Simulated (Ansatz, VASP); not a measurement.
## CdF2 in VASP and in Ansatz

Contents of POSCAR:

```
CdF2
1.0
   -0.0153568128      2.6941776810      2.6941776810
    2.6941776810     -0.0153568128      2.6941776810
    2.6788208683      2.6788208683      0.0000000000
Cd F
1 2
Direct
    0.0000000000      0.0000000000      0.0000000000
    0.2506371142      0.2506371142      0.2493628858
    0.7493628858      0.7493628858      0.7506371142
```

File INCAR.step1:

```
PREC = Accurate
ENCUT = 660
ISMEAR = 0
SIGMA = 0.01
LREAL = False
LASPH = True
NELM = 120
NBANDS = 24
GGA = PE
ALGO = Normal
EDIFF = 1E-5
LWAVE = True
LCHARG = False
GGA_COMPAT = False
```

The input INCAR.step2:

```
PREC = Accurate
ENCUT = 660
EDIFF = 1E-6
ISMEAR = 0
SIGMA = 0.01
LREAL = False
LASPH = True
NELM = 120
ALGO = Normal
ISIF = 2
LWAVE = False
LCHARG = False
METAGGA = R2SCAN
LMIXTAU = True
NBANDS = 24
ISTART = 1
GGA_COMPAT = False
```

File KPOINTS:

```
regular mesh
0
Gamma
  8 8 8
```

Input for Ansatz:

```yaml
crystal:
  lattice:
    - [-0.0153568128, 2.694177681, 2.694177681]
    - [2.694177681, -0.0153568128, 2.694177681]
    - [2.6788208683, 2.6788208683, 0.0]
  atoms:
    - { symbol: Cd, position: [0.0, 0.0, 0.0] }
    - { symbol: F, position: [0.2506371142, 0.2506371142, 0.2493628858] }
    - { symbol: F, position: [0.7493628858, 0.7493628858, 0.7506371142] }
kpoints:
  mp_grid: { grid: [8, 8, 8] }
  band_path:
    path:
      - [0.0, 0.0, 0.0]
      - [0.5, 0.0, 0.5]
      - [0.625, 0.25, 0.625]
      - [0.375, 0.375, 0.75]
      - [0.5, 0.5, 0.5]
      - [0.5, 0.25, 0.75]
      - [0.25, -0.494792, -0.244792]
    npoints: 1
hamiltonian:
  xc: r2scan
scf:
  occupations: { method: fixed }
  n_extra_bands: 4
output:
  forces: true
  stress: true
  eigenvalues: true
```

Change from the starting cell: shear_xy strain -1.1%.

Alike in both runs: task single point; functional r2SCAN; k mesh 8 × 8 × 8; no spin polarisation.

|  | VASP | Ansatz |
| --- | --- | --- |
| version | VASP 6.6.1 | Ansatz 0.2.0 |
| potentials or method | VASP PAW PBE potentials, release 64 (Cd_sv_GW, F) | plane waves, PAW |
| plane-wave cutoff (eV) | 660 | 500 |
| occupations | gaussian, width 0.01 eV | fixed |
| valence electrons in the cell | 34 | 34 |

|  | VASP | Ansatz | Ansatz less VASP |
| --- | --- | --- | --- |
| gap on the k mesh at the Fermi level (eV) | 3.79 | 3.79 | +0.008 |
| pressure (GPa) | -0.5 | 0.0 | +0.54 |
| traceless stress, the component that is largest in VASP (GPa) | 0.28 | 0.27 | -0.006 |

VASP's potentials were made for PBE, not for r2SCAN.
